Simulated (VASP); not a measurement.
Here is a VASP 6.6.1 calculation.

File INCAR:

```
  ALGO = Normal
  EDIFF = 1E-6
  ENCUT = 520
  GGA = PE
  ISIF = 2
  ISMEAR = 0
  IVDW = 12
  LASPH = T
  LCHARG = T
  LELF = T
  LREAL = F
  LVHAR = T
  LWAVE = F
  NBANDS = 20
  NELM = 80
  PREC = Accurate
  SIGMA = 0.05
```

File KPOINTS:

```
k-points
0
Gamma
  9 9 4
```

POSCAR

```
Al2O3
1.0
    2.9532000000      0.0000000000      0.0000000000
   -1.4766000000      2.5575462224      0.0000000000
    0.0000000000      0.0000000000      6.6396000000
Al O
2 3
Direct
    0.0000000000      0.0000000000      0.1907358529
    0.0000000000      0.0000000000      0.8092641471
    0.3333333333      0.6666666667      0.2840924954
    0.6666666667      0.3333333333      0.0000000000
    0.3333333333      0.6666666667      0.7159075046
```

Potentials or basis: VASP PAW PBE potentials, release 64 (Al, O).

Launch:

```console
$ cat potpaw_PBE.64/Al/POTCAR potpaw_PBE.64/O/POTCAR > POTCAR
$ mpirun -np 1 vasp_std > vasp.out
```

Estimate the largest force.

1.908 eV/Å.

What does it give for the dispersion energy per atom?

-0.201 eV.

Estimate the pressure.

0.2 GPa.

What does it give for the band gap on the k mesh?

3.36 eV, indirect (least direct gap 3.44 eV).

Stress tensor (GPa, compression positive):
```
-12.01   0.00   0.00
  0.00 -12.01   0.00
  0.00   0.00  24.67
```

Caveat: forces of over 1 eV/Å act on the atoms, so gaps and moduli don't describe the material at rest. A k mesh can miss the band edges.
